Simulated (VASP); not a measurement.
Write the native input for VASP 6.6.1 that does the following.

- Task: single point
- Functional: LDA
- Potentials or basis: VASP PAW LDA potentials, release 64 (Na_pv, Hg)
- Cutoff: 520 eV
- k mesh: 2 × 2 × 2
- Occupations: fermi-dirac, width 0.1 eV
- Spin: no spin polarisation
- Dipole correction: no
- Further INCAR settings: ALGO = Normal; EDIFF = 1e-07; NBANDS = 30

The structure of NaHg3 lies in POSCAR:

```
NaHg3
1.0
    0.0000000000      3.6610784400      3.6610784400
    3.6610784400      0.0000000000      3.6610784400
    3.6610784400      3.6610784400      0.0000000000
Na Hg
1 3
Direct
    0.0000000000      0.0000000000      0.0000000000
    0.2500000000      0.2500000000      0.2500000000
    0.7500000000      0.7500000000      0.7500000000
    0.5000000000      0.5000000000      0.5000000000
```

These files were run (other wordings do the same):

INCAR

```
SYSTEM = NaHg3
  PREC = Accurate
  ENCUT = 520
  EDIFF = 1E-7
  ISMEAR = -1
  SIGMA = 0.1
  LREAL = .FALSE.
  LASPH = .TRUE.
  NELM = 100
  ALGO = Normal
  ISIF = 2
  LWAVE = .FALSE.
  LCHARG = .FALSE.
  NBANDS = 30
```

KPOINTS

```
regular mesh
0
G
  2 2 2
  0 0 0
```

Potentials or basis: VASP PAW LDA potentials, release 64 (Na_pv, Hg).

Run with:

```console
$ cat potpaw_LDA.64/Na_pv/POTCAR potpaw_LDA.64/Hg/POTCAR > POTCAR
$ mpirun -np 1 vasp_std > vasp.out
```

It gave:

The pressure is -3.2 GPa.

Caveat: the k points lie up to 0.74 Å⁻¹ apart.

Run time: 30 s on 1 thread of AMD EPYC 7R43 64-Core Processor (Zen 3), with other jobs on the host, peak memory 0.16 GiB.
